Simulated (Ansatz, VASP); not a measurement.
**Two plane-wave programs on MgO**

```
Mg O
1.0
     0.00000    2.07985    2.07985
     2.07985    0.00000    2.07985
     2.07985    2.07985    0.00000
Mg O
1 1
Direct
  0.00000 0.00000 0.00000
  0.50000 0.50000 0.50000
```

Alike in both runs: functional LDA; k mesh 10 × 10 × 10; no spin polarisation.

Ansatz relaxed the structure, and its values are those at the end. VASP's run is a single point on that final structure, the one shown.

```csv
,VASP,Ansatz
version,VASP 6.6.1,Ansatz 0.2.0
potentials or method,"VASP PAW LDA potentials, release 64 (Mg_sv, O), cutoff 840 eV","scalar-relativistic, plane waves, PAW"
occupations,"gaussian, width 0.01 eV",fixed
valence electrons in the cell,16,16
```

|  | VASP | Ansatz | Ansatz less VASP |
| --- | --- | --- | --- |
| gap on the k mesh at the Fermi level (eV) | 5.04 | 5.03 | -0.010 |
| least direct gap on the mesh (eV) | 5.04 | 5.03 | -0.010 |
| pressure (GPa) | 0.6 | 0.0 | -0.56 |

LDA's correlation is that of Perdew and Zunger in VASP and of Perdew and Wang (1992) in Ansatz.
